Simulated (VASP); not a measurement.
CoSi3, 4 atoms in the cell. The structure is cubic, space group Fm-3m (No. 225). Conventional cell: a = 5.897 Å, b = 5.897 Å, c = 5.897 Å, α = 90.00°, β = 90.00°, γ = 90.00°. Within 3.4 Å of Si (site symmetry -43m) lie 10 Si at 2.55 to 2.95 Å and 4 Co at 2.55 Å. Si (site symmetry m-3m) has 8 Si at 2.55 Å and 6 Co at 2.95 Å within 3.4 Å. Co (site symmetry m-3m) has 14 Si at 2.55 to 2.95 Å within 3.4 Å. 

| Quantity | Value |
| --- | --- |
| Program | VASP 6.6.1 |
| Task | single point |
| Functional | PBE |
| Potentials or basis | VASP PAW PBE potentials, release 64 (Si, Co) |
| Cutoff | 520 eV |
| k mesh | 12 × 12 × 12 |
| Occupations | gaussian, width 0.1 eV |
| Spin | collinear spin, ferromagnetic start |
| Starting moments | [0.02, 0.02, 0.04, 0.75] μB |
| Fixed moment | 0.75 μB |
| Dipole correction | no |
| Further INCAR settings | ALGO = Normal; EDIFF = 1e-06; NBANDS = 22 |

Potentials or basis: VASP PAW PBE potentials, release 64 (Si, Co).

The run is started by

```sh
$ cat potpaw_PBE.64/Si/POTCAR potpaw_PBE.64/Co/POTCAR > POTCAR
$ mpirun -np 1 vasp_std > vasp.out
```

Hardware: 1 thread of Intel(R) Xeon(R) Platinum 8488C (Sapphire Rapids), on a shared host.

Problem. Estimate the wall time of this run.

Solution. Wall time 110 s on 1 thread of Intel(R) Xeon(R) Platinum 8488C (Sapphire Rapids), on a shared host, peak memory 0.28 GiB. Counts: scf iterations 16, k points 72.
